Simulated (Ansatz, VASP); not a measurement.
**Two plane-wave programs on Ta4Ga**

Contents of INCAR:

```
ALGO     = Normal         # electronic algorithm
EDIFF    = 1E-6           # SCF threshold, eV
ENCUT    = 520            # plane-wave cutoff, eV
GGA      = PE             # functional
ISIF     = 2              # what is computed and relaxed
ISMEAR   = 0              # smearing method
LASPH    = True           # aspherical terms in the spheres
LCHARG   = False          # write CHGCAR
LREAL    = False          # projectors in reciprocal space
LWAVE    = False          # write WAVECAR
NBANDS   = 36             # bands
NELM     = 80             # most SCF steps
PREC     = Accurate       # precision mode
SIGMA    = 0.1            # smearing width, eV
```

File KPOINTS:

```
k-points
0
Gamma
  4 4 6
```

The input POSCAR:

```
Ta4Ga
1.0
    3.3706274900     -4.0422047300      0.0000000000
    3.3706274900      4.0422047300      0.0000000000
    0.0000000000      0.0000000000      3.0714238000
Ta Ga
4 1
Direct
    0.7327440800      0.2672559200      0.5000000000
    0.2835574700      0.2835574700      0.0000000000
    0.7164425300      0.7164425300      0.0000000000
    0.2672559200      0.7327440800      0.5000000000
    0.5000000000      0.5000000000      0.5000000000
```

Input for Ansatz:

```yaml
crystal:
  lattice:
    - [3.37062749, -4.04220473, 0.0]
    - [3.37062749, 4.04220473, 0.0]
    - [0.0, 0.0, 3.0714238]
  atoms:
    - { symbol: Ta, position: [0.73274408, 0.26725592, 0.5] }
    - { symbol: Ta, position: [0.28355747, 0.28355747, 0.0] }
    - { symbol: Ta, position: [0.71644253, 0.71644253, 0.0] }
    - { symbol: Ta, position: [0.26725592, 0.73274408, 0.5] }
    - { symbol: Ga, position: [0.5, 0.5, 0.5] }
basis:
  ecutwfc: 420
kpoints:
  mp_grid: { grid: [4, 4, 6] }
hamiltonian:
  xc: pbe
scf:
  occupations: { method: gaussian, width: 0.1 }
  lower_state_search: "off"
output:
  forces: true
  stress: true
  eigenvalues: true
```

Change from the starting cell: species swapped into the FeCl4 type (Cmmm, No. 65).

Alike in both runs: task single point; functional PBE; k mesh 4 × 4 × 6; occupations gaussian, width 0.1 eV; no spin polarisation.

|  | VASP | Ansatz |
| --- | --- | --- |
| version | VASP 6.6.1 | Ansatz 0.2.0 |
| potentials or method | VASP PAW PBE potentials, release 64 (Ta_pv, Ga_d), cutoff 520 eV | scalar-relativistic, plane waves, PAW |
| valence electrons in the cell | 57 | 65 |

```csv
,VASP,Ansatz,Ansatz less VASP
gap on the k mesh at the Fermi level (eV),none,none,-
rms of the force components (eV/Å),10.808,10.729,-0.0786
```

Atom by atom the forces differ by 0.093 eV/Å (rms over components). A gap of «none» marks a metal or a gap that the smearing closes. The functional is the same, so the differences come from potentials, cutoffs and numerics. VASP's potentials hold 57 valence electrons a cell and Ansatz's 65, so a difference there can come from the potentials and not from the codes.

Spin-orbit coupling is off throughout.
